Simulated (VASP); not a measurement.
A run of VASP 6.6.1 is set up as follows.

File INCAR:

```
PREC = Accurate
ENCUT = 520
EDIFF = 1E-7
ISMEAR = 0
SIGMA = 0.05
LREAL = False
LASPH = True
NELM = 80
ALGO = Normal
ISIF = 2
LWAVE = False
LCHARG = True
GGA = PS
LELF = True
LVHAR = True
NBANDS = 16
```

File KPOINTS:

```
regular mesh
0
Gamma
  9 9 6
```

Contents of POSCAR:

```
MgO
1.0
    3.2605657016      0.0000000000      0.0000000000
   -1.6302828508      2.8237327283      0.0000000000
    0.0000000000      0.0000000000      5.1523459217
Mg O
2 2
Direct
    0.3333333333      0.6666666667      0.0036583380
    0.6666666667      0.3333333333      0.5036583380
    0.3333333333      0.6666666667      0.4009416620
    0.6666666667      0.3333333333      0.9009416620
```

Potentials or basis: VASP PAW PBE potentials, release 64 (Mg, O).

The run is started by

```console
$ cat potpaw_PBE.64/Mg/POTCAR potpaw_PBE.64/O/POTCAR > POTCAR
$ mpirun -np 1 vasp_std > vasp.out
```

(1) Predict the band gap on the k mesh.

(2) Estimate the pressure.

(3) Predict the largest force.

Results:

(1) 3.42 eV, direct.

(2) 0.4 GPa.

(3) 0.354 eV/Å.

Caveat: the PAW data sets were made with another functional, which shifts forces and pressure a little.
